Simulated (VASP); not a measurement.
Crystal: GaSb (rocksalt type).

```xyz
2
Lattice="0.0000 2.7216 2.7216 2.7216 0.0000 2.7216 2.7216 2.7216 0.0000" Properties=species:S:1:pos:R:3 pbc="T T T"
Ga    0.0000    0.0000    0.0000
Sb    2.7216    2.7216    2.7216
```

- Program: VASP 6.6.1
- Task: relaxation of cell and atoms
- Functional: PBEsol
- Potentials or basis: VASP PAW PBE potentials, release 64 (Ga_d, Sb)
- Cutoff: 600 eV
- k mesh: 13 × 13 × 13
- Occupations: fermi-dirac, width 0.08 eV
- Spin: no spin polarisation

At the start: pressure 12.5 GPa; volume 20.16 Å³/atom.

Problem. Where does the relaxation end?

Solution. Over 16 steps the energy falls by 101.9 meV/atom and the volume is 23.14 Å³/atom (+14.8 %); space group Fm-3m (No. 225, to 0.1 Å) before and after.

Step by step:
| step | energy change (eV) | largest force (eV/Å) | pressure (GPa) | volume (Å³) |
| --- | --- | --- | --- | --- |
| 1 | 0.0000 | 0.0000 | 12.49 | 40.32 |
| 2 | -0.1472 | 0.0000 | -4.19 | 50.20 |
| 3 | -0.2039 | 0.0000 | -0.04 | 46.28 |
| 4 | -0.2038 | 0.0000 | 0.18 | 46.16 |
| 5 | -0.2038 | 0.0000 | 0.20 | 46.16 |
| 6 | -0.2038 | 0.0000 | 0.17 | 46.17 |
| 7 | -0.2038 | 0.0000 | 0.17 | 46.17 |
| 8 | -0.2038 | 0.0000 | 0.18 | 46.17 |
| 9 | -0.2038 | 0.0000 | 0.18 | 46.17 |
| 10 | -0.2038 | 0.0000 | 0.18 | 46.17 |
| 11 | -0.2038 | 0.0000 | 0.18 | 46.17 |
| 12 | -0.2038 | 0.0000 | 0.18 | 46.17 |
| 13 | -0.2038 | 0.0000 | 0.10 | 46.18 |
| 14 | -0.2039 | 0.0000 | 0.12 | 46.19 |
| 15 | -0.2039 | 0.0000 | 0.07 | 46.22 |
| 16 | -0.2039 | 0.0000 | -0.01 | 46.28 |

Final structure:
```
CELL_PARAMETERS angstrom
0.00000 2.84956 2.84956
2.84956 0.00000 2.84956
2.84956 2.84956 0.00000
ATOMIC_POSITIONS crystal
Ga 0.00000 0.00000 0.00000
Sb 0.50000 0.50000 0.50000
```

Caveat: the PAW data sets were made with another functional, which shifts forces and pressure a little.
